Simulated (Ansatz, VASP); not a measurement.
## Al in VASP and in Ansatz

File INCAR:

```
ALGO = Fast ; EDIFF = 1E-6
EDIFFG = -0.01 ; ENCUT = 600
GGA = PE ; IBRION = 2
ISIF = 3 ; ISMEAR = 0
LASPH = T ; LCHARG = F
LREAL = F ; LWAVE = F
NELM = 60 ; NSW = 100
PREC = Accurate ; SIGMA = 0.1
```

File KPOINTS:

```
k-points
0
Gamma
  9 9 9
```

The input POSCAR:

```
Al
1.0
    3.7526381571      2.1665866502      2.7878821413
   -3.7526381571      2.1665866502      2.7878821413
    0.0000000000     -4.3331733003      2.7878821413
Al
8
Direct
    0.0000000000      0.0000000000      0.0000000000
    0.5000000000      0.5000000000      0.5000000000
    0.7500000000      0.4784467552      0.0215532448
    0.0215532448      0.7500000000      0.4784467552
    0.9784467552      0.2500000000      0.5215532448
    0.2500000000      0.5215532448      0.9784467552
    0.5215532448      0.9784467552      0.2500000000
    0.4784467552      0.0215532448      0.7500000000
```

Input for Ansatz:

```yaml
crystal:
  lattice:
    - [3.7526381571, 2.1665866502, 2.7878821413]
    - [-3.7526381571, 2.1665866502, 2.7878821413]
    - [0.0, -4.3331733003, 2.7878821413]
  atoms:
    - { symbol: Al, position: [0.0, 0.0, 0.0] }
    - { symbol: Al, position: [0.5, 0.5, 0.5] }
    - { symbol: Al, position: [0.75, 0.4784467552, 0.0215532448] }
    - { symbol: Al, position: [0.0215532448, 0.75, 0.4784467552] }
    - { symbol: Al, position: [0.9784467552, 0.25, 0.5215532448] }
    - { symbol: Al, position: [0.25, 0.5215532448, 0.9784467552] }
    - { symbol: Al, position: [0.5215532448, 0.9784467552, 0.25] }
    - { symbol: Al, position: [0.4784467552, 0.0215532448, 0.75] }
basis:
  ecutwfc: 420
kpoints:
  mp_grid: { grid: [9, 9, 9] }
hamiltonian:
  xc: pbe
scf:
  occupations: { method: gaussian, width: 0.1 }
output:
  forces: true
  stress: true
  eigenvalues: true
relax:
  adjacent_minimum: "off"
  f_tol: 0.01
  max_steps: 80
  cell: { stress_tol: 0.05 }
```

Change from the starting cell: the structure that the rattled beta-tungsten (A15) type (Pm-3n, No. 223) fell into.

Alike in both runs: task relaxation of cell and atoms; functional PBE; k mesh 9 × 9 × 9; occupations gaussian, width 0.1 eV; no spin polarisation.

|  | VASP | Ansatz |
| --- | --- | --- |
| version | VASP 6.6.1 | Ansatz 0.2.0 |
| potentials or method | VASP PAW PBE potentials, release 64 (Al), cutoff 600 eV | scalar-relativistic, plane waves, PAW |
| valence electrons in the cell | 24 | 24 |

|  | VASP | Ansatz | Ansatz less VASP |
| --- | --- | --- | --- |
| gap on the k mesh at the Fermi level, each at its own relaxed structure (eV) | none | none | - |
| relaxed volume (Å³/atom) | 17.01 | 17.03 | +0.025 |
| relaxed length of the cell vector where the two differ most in proportion (Å) | 5.156 | 5.158 | +0.0027 |

A gap of «none» marks a metal or a gap that the smearing closes.
